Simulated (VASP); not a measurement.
# Yb (P6/mmm) in VASP: single point with LDA

Aim: the single point of Yb with LDA.

All numbers are computed with VASP 6.6.1; they aren't measurements. Logs are shortened: lines on timing, memory, paths and dates and some standing lists are left out, and cuts for length are marked.

### 1 The cell of the first run

It takes space group P6/mmm (No. 191, hexagonal). The conventional cell has a = 3.250 Å, b = 3.250 Å, c = 3.732 Å, α = 90.00°, β = 90.00°, γ = 120.00°. Within 4.3 Å of Yb (site symmetry 6/mmm) lie 8 Yb at 3.25 to 3.73 Å.

### 2 Single point, LDA

The input, INCAR:

```
SYSTEM = Yb
PREC = Accurate
ENCUT = 520
EDIFF = 1E-7
ISMEAR = -1
SIGMA = 0.1
LREAL = .FALSE.
LASPH = .TRUE.
NELM = 100
ALGO = Normal
ISIF = 2
LWAVE = .FALSE.
LCHARG = .FALSE.
GGA = CA
NBANDS = 18
```

The input, KPOINTS:

```
Automatic mesh
0
G
  8 8 6
  0 0 0
```

The input, POSCAR:

```
Yb
1.0
    3.2503000000      0.0000000000      0.0000000000
   -1.6251500000      2.8148423700      0.0000000000
    0.0000000000      0.0000000000      3.7315000000
Yb
1
Direct
    0.0000000000      0.0000000000      0.0000000000
```

Potentials or basis: VASP PAW PBE potentials, release 64 (Yb).

On the command line:

```sh
$ cat potpaw_PBE.64/Yb/POTCAR > POTCAR
$ mpirun -np 1 vasp_std > vasp.out
```

OUTCAR:

```text
SYSTEM = Yb
   PREC = Accurate
   ENCUT = 520
   EDIFF = 1E-7
   ISMEAR = -1
   LREAL = .FALSE.
   LASPH = .TRUE.
   NELM = 100
   ISIF = 2
   GGA = CA

 ion  position               nearest neighbor table
   1  0.000  0.000  0.000-

  LATTYP: Found a hexagonal cell.
 ALAT       =     3.2503000000
 C/A-ratio  =     1.1480478725

  Lattice vectors:

 A1 = (   3.2503000000,   0.0000000000,   0.0000000000)
 A2 = (  -1.6251500000,   2.8148423700,   0.0000000000)
 A3 = (   0.0000000000,   0.0000000000,   3.7315000000)

Analysis of symmetry for initial positions (statically):
=====================================================================
 Subroutine PRICEL returns:
 Original cell was already a primitive cell.

 Routine SETGRP: Setting up the symmetry group for a
 hexagonal supercell.

 Subroutine GETGRP returns: Found 24 space group operations
 (whereof 24 operations were pure point group operations)
 out of a pool of 24 trial point group operations.

The static configuration has the point symmetry D_6h.

Analysis of symmetry for dynamics (positions and initial velocities):
=====================================================================
 Subroutine PRICEL returns:
 Original cell was already a primitive cell.

 Routine SETGRP: Setting up the symmetry group for a
 hexagonal supercell.

 Subroutine GETGRP returns: Found 24 space group operations
 (whereof 24 operations were pure point group operations)
 out of a pool of 24 trial point group operations.

The dynamic configuration has the point symmetry D_6h.

 Subroutine INISYM returns: Found 24 space group operations
 (whereof 24 operations are pure point group operations),
 and found     1 'primitive' translations

----------------------------------------------------------------------------------------

                                     Primitive cell

  volume of cell :      34.1398

  direct lattice vectors                    reciprocal lattice vectors
     3.250300000  0.000000000  0.000000000     0.307663908  0.177629840  0.000000000
    -1.625150000  2.814842370  0.000000000     0.000000000  0.355259680  0.000000000
     0.000000000  0.000000000  3.731500000     0.000000000  0.000000000  0.267988744

  length of vectors
     3.250300000  3.250300000  3.731500000     0.355259680  0.355259680  0.267988744

  position of ions in fractional coordinates (direct lattice)
     0.000000000  0.000000000  0.000000000

  ion indices of the primitive-cell ions
   primitive index   ion index
                 1           1

----------------------------------------------------------------------------------------

 KPOINTS: Automatic mesh

Automatic generation of k-mesh.
 Grid dimensions read from file:
 generate k-points for:    8    8    6

 Generating k-lattice:

  Cartesian coordinates                     Fractional coordinates (reciprocal lattice)
     0.038457988  0.022203730  0.000000000     0.125000000  0.000000000  0.000000000
     0.000000000  0.044407460  0.000000000     0.000000000  0.125000000  0.000000000
     0.000000000  0.000000000  0.044664791     0.000000000  0.000000000  0.166666667

  Length of vectors
     0.044407460  0.044407460  0.044664791

  Shift w.r.t. Gamma in fractional coordinates (k-lattice)
     0.000000000  0.000000000  0.000000000

 Subroutine IBZKPT returns following result:
 ===========================================

 Found     40 irreducible k-points:

 Following reciprocal coordinates:
            Coordinates               Weight
  0.000000  0.000000  0.000000      1.000000
  0.125000 -0.000000  0.000000      6.000000
  0.250000 -0.000000  0.000000      6.000000
  0.375000 -0.000000  0.000000      6.000000
  0.500000 -0.000000  0.000000      3.000000
  0.125000  0.125000  0.000000      6.000000
[... 16 lines left out ...]
  0.250000 -0.000000  0.333333     12.000000
  0.375000 -0.000000  0.333333     12.000000
 [... further k-points ...]
   k-points           NKPTS =     40   k-points in BZ     NKDIM =     40   number of bands    NBANDS=     18
   number of dos      NEDOS =    301   number of ions     NIONS =      1
   total plane-waves  NPLWV =  16128
   dimension x,y,z NGX =    24 NGY =   24 NGZ =   28
   dimension x,y,z NGXF=    48 NGYF=   48 NGZF=   56
   ions per type =               1
   NGX,Y,Z   is equivalent  to a cutoff of  12.28, 12.28, 12.47 a.u.
   NGXF,Y,Z  is equivalent  to a cutoff of  24.55, 24.55, 24.95 a.u.
 SYSTEM =  Yb
   PREC   = accura    normal or accurate (medium, high low for compatibility)
   ISTART =      0    job   : 0-new  1-cont  2-samecut
   ICHARG =      2    charge: 1-file 2-atom 10-const
   ISPIN  =      1    spin polarized calculation?
   LNONCOLLINEAR =      F non collinear calculations
   LSORBIT =      F    spin-orbit coupling
   LASPH  =      T    aspherical Exc in radial PAW
   ENCUT  =  520.0 eV  38.22 Ry    6.18 a.u.   6.04  6.04  6.94*2*pi/ulx,y,z
   NELM   =    100;   NELMIN=  2; NELMDL= -5     # of ELM steps
   EDIFF  = 0.1E-06   stopping-criterion for ELM
   LREAL  =      F    real-space projection
   EDIFFG = 0.1E-05   stopping-criterion for IOM
   NSW    =      0    number of steps for IOM
   IBRION =     -1    ionic relax: 0-MD 1-quasi-New 2-CG
   NFREE  =      0    steps in history (QN), initial steepest desc. (CG)
   ISIF   =      2    stress and relaxation
   ISYM   =      2    0-nonsym 1-usesym 2-fastsym
   POTIM  = 0.5000    time-step for ionic-motion
   TEBEG  =    0.0;   TEEND  =   0.0 temperature during run
   PSTRESS=    0.0 pullay stress
   NELECT =      24.0000    total number of electrons
   NUPDOWN=      -1.0000    fix difference up-down
   EMIN   =  10.00;   EMAX   =-10.00  energy-range for DOS
   EFERMI =   0.00;   METHOD = LEGACY
   ISMEAR =    -1;   SIGMA  =   0.10  broadening in eV -4-tet -1-fermi 0-gaus
   EFERMI_NEDOS =   21; number of points for ismear=-14 and -15
   IALGO  =     38    algorithm
   IMIX   =      4    mixing-type and parameters
     AMIX     =   0.40;   BMIX     =  1.00
     AMIX_MAG =   1.60;   BMIX_MAG =  1.00
  volume/ion in A,a.u.               =      34.14       230.39
  Fermi-wavevector in a.u.,A,eV,Ry     =   1.455654  2.750788 28.829786  2.118930
  Thomas-Fermi vector in A             =   2.572664
   LORBIT       =      0    0 simple, 1 ext, 2 COOP (PROOUT), +10 PAW based schemes
   GGA     = CA    functional components
   LHFCALC =     F    Hartree Fock is set to
   AEXX    =    0.0000 exact exchange contribution
   IVDW    =     0    specifies the selected vdW correction
   LEPSILON=     F    determine dielectric tensor
   LRPA    =     F    only Hartree local field effects (RPA)
 non-spin polarized calculation
  energy-cutoff  :      520.00
  volume of cell :       34.14
 maximum number of plane-waves:       936
   NGX = 13   NGY = 13   NGZ = 13

 number of electron      24.0000000 magnetization

 Free energy of the ion-electron system (eV)
  ---------------------------------------------------
  ext. energy  EPLUGINS =         0.00000000
  ---------------------------------------------------
  free energy    TOTEN  =        -3.74309332 eV

  energy without entropy =       -3.66217914  energy(sigma->0) =       -3.70263623

 E-fermi :   1.1755     XC(G=0):  -9.9215

 val. band max:        1.1210948455   @ k =   0.0000   0.0000   0.3333
 cond. band min:       1.2173446787   @ k =   0.2500   0.1250   0.5000
 fundamental gap:      0.0962498332
 Fermi energy:         1.1754741846

 k-point     1 :       0.0000    0.0000    0.0000
  band No.  band energies     occupation
      1     -50.2892      2.00000
      2     -22.6989      2.00000
      3     -22.3956      2.00000
      4     -22.3956      2.00000
      5      -3.7757      2.00000
      6       0.3947      1.99919
[... 10 lines left out ...]
     17       8.2888      0.00000
     18       8.7275      0.00000

 k-point     2 :       0.1250   -0.0000    0.0000
  band No.  band energies     occupation
      1     -50.2797      2.00000
      2     -22.6807      2.00000
      3     -22.5355      2.00000
      4     -22.4264      2.00000
      5      -3.3189      2.00000
      6       0.4021      1.99912
[... 10 lines left out ...]
     17       8.1229      0.00000
     18      10.7206      0.00000

 k-point     3 :       0.2500   -0.0000    0.0000
  band No.  band energies     occupation
      1     -50.2565      2.00000
      2     -22.8589      2.00000
      3     -22.6362      2.00000
      4     -22.4999      2.00000
      5      -2.1413      2.00000
      6       0.4371      1.99876
[... 10 lines left out ...]
     17       7.7508      0.00000
     18      11.3025      0.00000

 k-point     4 :       0.3750   -0.0000    0.0000
  band No.  band energies     occupation
      1     -50.2332      2.00000
      2     -23.1646      2.00000
      3     -22.5913      2.00000
      4     -22.5723      2.00000
      5      -0.8337      2.00000
      6       0.5402      1.99652
[... 10 lines left out ...]
     17       8.3198      0.00000
     18      10.2105      0.00000

 k-point     5 :       0.5000   -0.0000    0.0000
  band No.  band energies     occupation
      1     -50.2235      2.00000
      2     -23.2865      2.00000
      3     -22.6019      2.00000
      4     -22.5726      2.00000
      5      -0.3261      2.00000
      6       0.5272      1.99694
[... 10 lines left out ...]
     17       9.8360      0.00000
     18      11.4438      0.00000

 k-point     6 :       0.1250    0.1250    0.0000
  band No.  band energies     occupation
      1     -50.2633      2.00000
      2     -22.7508      2.00000
      3     -22.6493      2.00000
      4     -22.4947      2.00000
      5      -2.4879      2.00000
      6       0.4227      1.99892
[... 307 lines left out ...]
 k-point    21 :       0.0000    0.0000    0.3333
  band No.  band energies     occupation
      1     -50.2853      2.00000
      2     -22.8369      2.00000
      3     -22.3877      2.00000
      4     -22.3877      2.00000
      5      -2.5121      2.00000
      6       0.4005      1.99914
[... 10 lines left out ...]
     17       7.3871      0.00000
     18       7.3871      0.00000

 k-point    22 :       0.1250   -0.0000    0.3333
  band No.  band energies     occupation
      1     -50.2758      2.00000
      2     -22.8157      2.00000
      3     -22.5257      2.00000
      4     -22.4183      2.00000
      5      -2.0365      2.00000
      6       0.4106      1.99905
[... 10 lines left out ...]
     17       7.1507      0.00000
     18       8.5132      0.00000

 k-point    23 :       0.2500   -0.0000    0.3333
  band No.  band energies     occupation
      1     -50.2527      2.00000
      2     -22.8458      2.00000
      3     -22.7638      2.00000
      4     -22.4912      2.00000
      5      -0.9201      2.00000
      6       0.4517      1.99856
[... 10 lines left out ...]
     17       6.7672      0.00000
     18       9.2195      0.00000

 k-point    24 :       0.3750   -0.0000    0.3333
  band No.  band energies     occupation
      1     -50.2295      2.00000
      2     -23.1480      2.00000
      3     -22.7120      2.00000
      4     -22.5630      2.00000
      5       0.0197      1.99998
      6       0.5401      1.99652
[... 10 lines left out ...]
     17       8.5579      0.00000
     18       9.3495      0.00000

 [... further k-points ...]

------------------------ aborting loop because EDIFF is reached ----------------------------------------

  FORCE on cell =-STRESS in cart. coord.  units (eV):
  Direction    XX          YY          ZZ          XY          YZ          ZX
  --------------------------------------------------------------------------------------
  -------------------------------------------------------------------------------------
  Total        0.7989753      0.7989753     -1.5648736      0.0000000      0.0000000      0.0000000
  in kB       37.4958315     37.4958315    -73.4393579      0.0000000      0.0000000      0.0000000
  external PRESSURE =       0.5174350 kB  Pullay stress =       0.0000000 kB

 VOLUME and BASIS-vectors are now :
 -----------------------------------------------------------------------------
  energy-cutoff  :      520.00
  volume of cell :       34.14
      direct lattice vectors                 reciprocal lattice vectors
     3.250300000  0.000000000  0.000000000     0.307663908  0.177629840  0.000000000
    -1.625150000  2.814842370  0.000000000     0.000000000  0.355259680  0.000000000
     0.000000000  0.000000000  3.731500000     0.000000000  0.000000000  0.267988744

 POSITION                                       TOTAL-FORCE (eV/Angst)
 -----------------------------------------------------------------------------------
      0.00000      0.00000      0.00000         0.000000      0.000000      0.000000
 -----------------------------------------------------------------------------------
    total drift:                                0.000000      0.000000     -0.000000

  FREE ENERGIE OF THE ION-ELECTRON SYSTEM (eV)
  ---------------------------------------------------
  free  energy   TOTEN  =        -3.7430933185 eV

  energy  without entropy=       -3.6621791423  energy(sigma->0) =       -3.70263623
```

Run time: 54 s. Hardware: 1 thread of Intel Xeon 8259CL, shared host; peak memory 0.15 GiB.

What came out:

| Quantity | Value |
| --- | --- |
| Free energy | -3.7431 eV |
| Pressure | 0.1 GPa |
| Band gap on the k mesh | zero (band 12 reaches 1.64 eV, above the bottom of band 13 at 0.73 eV) |

Caveat: the PAW data sets were made with another functional, which shifts forces and pressure a little; spin-orbit coupling is left out, which moves the levels of the heavy elements. Spin polarisation is off, so any magnetic state and its effect on volume and gap are missing.
